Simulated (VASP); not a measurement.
# ZnSe: electric field gradients with LDA

Crystal: ZnSe.

```
CELL_PARAMETERS angstrom
0.00000 2.83380 2.80546
2.83380 0.00000 2.80546
2.83380 2.83380 0.00000
ATOMIC_POSITIONS crystal
Zn 0.00000 0.00000 0.00000
Se 0.75000 0.75000 0.75000
```

This cell differs from its parent crystal: zz strain of -1 %.

```json
{
 "Program": "VASP 6.6.1",
 "Task": "electric field gradients",
 "Functional": "LDA",
 "Potentials or basis": "VASP PAW LDA potentials, release 64 (Zn, Se)",
 "Cutoff": "520 eV",
 "k mesh": "8 × 8 × 8",
 "Occupations": "fermi-dirac, width 0.03 eV",
 "Spin": "no spin polarisation",
 "Dipole correction": "no",
 "Further INCAR settings": "ALGO = Normal; EDIFF = 1e-08; NBANDS = 16"
}
```

```
Pressure               : -2.5 GPa
Band gap on the k mesh : 1.08 eV, direct
```

Stress tensor (GPa, compression positive):
```
-2.63  0.00  0.00
 0.00 -2.63  0.00
 0.00  0.00 -2.24
```

Levels at points of the mesh, in eV from the valence-band top:
```
           k point  band 6  band 7  band 8  band 9  band 10  band 11  band 12  band 13
(0.00, 0.00, 0.00)   -6.37   -0.04   -0.04    0.00     1.08     5.67     5.68     5.68
(0.50, 0.00, 0.00)   -6.21   -5.38   -0.94   -0.88     2.36     6.22     6.30     8.36
(0.50, 0.50, 0.00)   -6.18   -4.86   -2.30   -2.30     2.73     3.24    10.63    11.12
(0.50, 0.00, 0.50)   -6.19   -4.92   -2.25   -2.24     2.78     3.33    10.53    11.07
```

Electric field gradients, principal values (V/Å²):
```csv
atom,least,middle,greatest (by size)
1 Zn,-0.847,-0.850,1.697
2 Se,2.088,2.088,-4.177
```

Wall time 38 s on 1 thread of AMD EPYC 7R43 64-Core Processor (Zen 3), with other jobs on the host, peak memory 0.14 GiB.

Caveat: the cell differs from its parent crystal (zz strain of -1 %); without QUAD_EFG the Cq values of the log hold for a quadrupole moment of 1 mb, not for the nuclei.
